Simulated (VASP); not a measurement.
Here is a VASP 6.6.1 calculation.

The input INCAR:

```
ALGO = Fast ; EDIFF = 1E-6
ENCUT = 520 ; GGA = PE
ISIF = 2 ; ISMEAR = 0
LASPH = T ; LCHARG = F
LREAL = F ; LWAVE = F
NBANDS = 50 ; NELM = 100
PREC = Accurate ; SIGMA = 0.1
```

KPOINTS

```
k-points
0
Gamma
  10 10 6
```

POSCAR

```
CuRh2
1.0
    3.7119521690      0.0000000000      0.0000000000
    0.0000000000      3.7119521690      0.0000000000
    0.0000000000      0.0000000000      6.2919389795
Cu Rh
2 4
Direct
    0.0000000000      0.5000000000      0.6920195020
    0.5000000000      0.0000000000      0.3079804980
    0.0000000000      0.0000000000      0.0000000000
    0.5000000000      0.5000000000      0.0000000000
    0.0000000000      0.5000000000      0.3000045944
    0.5000000000      0.0000000000      0.6999954056
```

Potentials or basis: VASP PAW PBE potentials, release 64 (Cu, Rh_pv).

Run with:

```bash
$ cat potpaw_PBE.64/Cu/POTCAR potpaw_PBE.64/Rh_pv/POTCAR > POTCAR
$ mpirun -np 1 vasp_std > vasp.out
```

Q: What does it give for the pressure?

A: 0.2 GPa.

Q: Predict the band gap on the k mesh.

A: Zero (band 41 reaches 9.16 eV, above the bottom of band 42 at 8.06 eV).

Forces in eV/Å, atoms in the order of the input:
```
Cu   0.000  0.000 -0.005
Cu   0.000  0.000  0.005
Rh   0.000  0.000  0.000
Rh   0.000  0.000  0.000
Rh   0.000  0.000 -0.018
Rh   0.000  0.000  0.018
```
